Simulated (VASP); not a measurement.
## BeNb2CuAg12: single point with PBE

BeNb2CuAg12:

```xyz
16
Lattice="6.5134 -0.3026 -0.0497 -0.3026 6.2460 -0.0288 -0.0497 -0.0288 6.5066" Properties=species:S:1:pos:R:3 pbc="T T T"
Ag    3.0517    2.4232    5.2674
Ag    1.6533    0.8226    3.8632
Ag    3.1652    5.5560    1.9955
Ag   -0.0694    2.4000    1.8877
Ag    5.0995    0.7068    0.1495
Ag   -0.3610    5.4574    5.1349
Ag    4.8972    0.8730    3.7623
Ag    0.2638    2.7921    5.4902
Ag    4.4655    3.7996    0.4117
Ag    4.7157    3.6644    3.2366
Ag    2.6451    2.5645    2.0266
Ag    3.0695    5.3857    5.1052
Nb   -0.0567    5.6316    1.8439
Nb    1.7154    0.6362    0.2908
Be    1.5583    4.2788    0.3994
Cu    1.2007    3.9757    3.5712
```

```
Program             : VASP 6.6.1
Task                : single point
Functional          : PBE
Potentials or basis : VASP PAW PBE potentials, release 64 (Ag, Nb_sv, Be, Cu)
Cutoff              : 520 eV
k mesh              : 1 × 1 × 1, shifted
Occupations         : fermi-dirac, width 0.0724 eV
Spin                : no spin polarisation
```

| Property | Result |
| --- | --- |
| Pressure | 8.0 GPa |
| Largest force | 1.299 eV/Å |

Forces on the atoms (eV/Å):
```
Ag   0.004  0.593 -0.366
Ag  -0.639 -0.243 -1.073
Ag  -0.698  0.213  0.221
Ag   0.783  0.750  0.092
Ag  -0.841 -0.006  0.017
Ag  -0.200 -0.397 -0.050
Ag   0.399 -0.071 -0.503
Ag  -0.729 -0.883  0.400
Ag   1.048  0.164  0.123
Ag   0.433  0.343  1.175
Ag   0.418 -0.323 -0.271
Ag  -0.282 -0.926 -0.051
Nb   0.770 -0.028 -0.002
Nb  -0.824 -0.283  0.842
Be   0.084  0.160  0.018
Cu   0.273  0.936 -0.571
```

Stress tensor (GPa, compression positive):
```
7.33 5.33 3.17
5.33 7.98 2.40
3.17 2.40 8.57
```

Levels at points of the mesh, in eV from the Fermi level:
| k point | band 83 | band 84 | band 85 | band 86 | band 87 | band 88 |
| --- | --- | --- | --- | --- | --- | --- |
| (0.25, 0.25, 0.25) | -0.80 | -0.33 | -0.16 | 0.00 | 0.15 | 0.59 |

It took 2 min on 1 thread of Intel(R) Xeon(R) Platinum 8259CL CPU @ 2.50GHz (Skylake/Cascade Lake) (shared host), peak memory 0.34 GiB.

Caveat: the k points lie up to 1.01 Å⁻¹ apart.
